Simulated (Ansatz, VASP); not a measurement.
Co: VASP beside Ansatz

```xyz
4
Lattice="2.4937 0.0000 0.0000 -1.2469 2.1596 0.0000 0.0000 0.0000 8.0602" Properties=species:S:1:pos:R:3 pbc="T T T"
Co    0.0000    1.4397    1.0075
Co    1.2469    0.7199    3.0226
Co    0.0000    1.4397    5.0376
Co    1.2469    0.7199    7.0527
```

Alike in both runs: task single point; functional PBE; k mesh 16 × 16 × 4; occupations gaussian, width 0.05 eV; collinear spin.

|  | VASP | Ansatz |
| --- | --- | --- |
| version | VASP 6.6.1 | Ansatz 0.2.0 |
| potentials or method | VASP PAW PBE potentials, release 64 (Co), cutoff 520 eV | scalar-relativistic, plane waves, PAW |
| valence electrons in the cell | 36 | 68 |

VASP gave:

* gap on the k mesh at the Fermi level (eV): none
* pressure (GPa): -1.1
* traceless stress, the component that is largest in VASP (GPa): 0.17
* net moment per atom (μB): 1.57
* size of the moment on the site where the two differ most (μB): 1.60

Q: Which values does Ansatz return?

A: gap on the k mesh at the Fermi level (eV): none; pressure (GPa): -0.5; traceless stress, the component that is largest in VASP (GPa): 0.20; net moment per atom (μB): 1.58; size of the moment on the site where the two differ most (μB): 1.66.

Site moments also hang on the region over which each program counts them. A gap of «none» marks a metal or a gap that the smearing closes. With one functional, cell and mesh, what is left measures potentials, basis and numerics. VASP's potentials hold 36 valence electrons a cell and Ansatz's 68, so a difference there can come from the potentials and not from the codes.
